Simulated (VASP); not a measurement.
Input of a VASP 6.6.1 run:

INCAR

```
PREC     = Accurate       # precision mode
ENCUT    = 500            # plane-wave cutoff, eV
EDIFF    = 1E-6           # SCF threshold, eV
ISMEAR   = 0              # smearing method
SIGMA    = 0.1            # smearing width, eV
LREAL    = F              # projectors in reciprocal space
LASPH    = T              # aspherical terms in the spheres
NELM     = 120            # most SCF steps
ALGO     = Normal         # electronic algorithm
ISIF     = 2              # what is computed and relaxed
LWAVE    = F              # write WAVECAR
LCHARG   = F              # write CHGCAR
GGA      = PE             # functional
NBANDS   = 16             # bands
GGA_COMPAT= F
```

File KPOINTS:

```
regular mesh
0
Gamma
  6 6 6
```

The input POSCAR:

```
ZrB2
1.0
    3.1708801292      0.0000000000      0.0000000000
   -1.5854400646      2.7460627443      0.0000000000
    0.0000000000      0.0000000000      3.5394922610
Zr B
1 2
Direct
    0.0000000000      0.0000000000      0.5000000000
    0.3333333333      0.6666666667      0.0000000000
    0.6666666667      0.3333333333      0.0000000000
```

Potentials or basis: VASP PAW PBE potentials, release 64 (Zr_sv, B).

Run with:

```bash
$ cat potpaw_PBE.64/Zr_sv/POTCAR potpaw_PBE.64/B/POTCAR > POTCAR
$ mpirun -np 1 vasp_std > vasp.out
```

(1) What does it give for the pressure?

(2) Predict the band gap on the k mesh.

Results:

(1) 0.6 GPa.

(2) zero (band 9 reaches 11.27 eV, above the bottom of band 10 at 10.17 eV).

Caveat: the k points lie up to 0.38 Å⁻¹ apart.
